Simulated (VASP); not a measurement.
Here is a VASP 6.6.1 calculation.

File INCAR:

```
PREC = Accurate ; ENCUT = 600
EDIFF = 1E-6 ; ISMEAR = 0
SIGMA = 0.05 ; LREAL = F
LASPH = T ; NELM = 150
ALGO = Normal ; ISIF = 4
LWAVE = F ; LCHARG = F
MAGMOM = 0 0 0 0 0 0 0 0 0 0 0 0 ; LORBIT = 11
LSORBIT = T ; GGA_COMPAT = F
LORBMOM = T ; GGA = PE
IBRION = 2 ; NSW = 60
EDIFFG = -0.01
```

KPOINTS

```
regular mesh
0
Gamma
  10 10 4
```

Contents of POSCAR:

```
C
1.0
    2.4696728853      0.0000000000      0.0000000000
   -1.2348364427      2.1387994577      0.0000000000
    0.0000000000      0.0000000000      8.2173969199
C
4
Direct
    0.0000000000      0.0000000000      0.2500000000
    0.0000000000      0.0000000000      0.7500000000
    0.3333333333      0.6666666667      0.2500000000
    0.6666666667      0.3333333333      0.7500000000
```

Potentials or basis: VASP PAW PBE potentials, release 64 (C).

The run is started by

```console
$ cat potpaw_PBE.64/C/POTCAR > POTCAR
$ mpirun -np 1 vasp_ncl > vasp.out
```

Task: Predict the net moment.

Result: 0.00 μB per cell.

Moments on the atoms (μB; x, y, z):
```
C   0.00 0.00 0.00
C   0.00 0.00 0.00
C   0.00 0.00 0.00
C   0.00 0.00 0.00
```
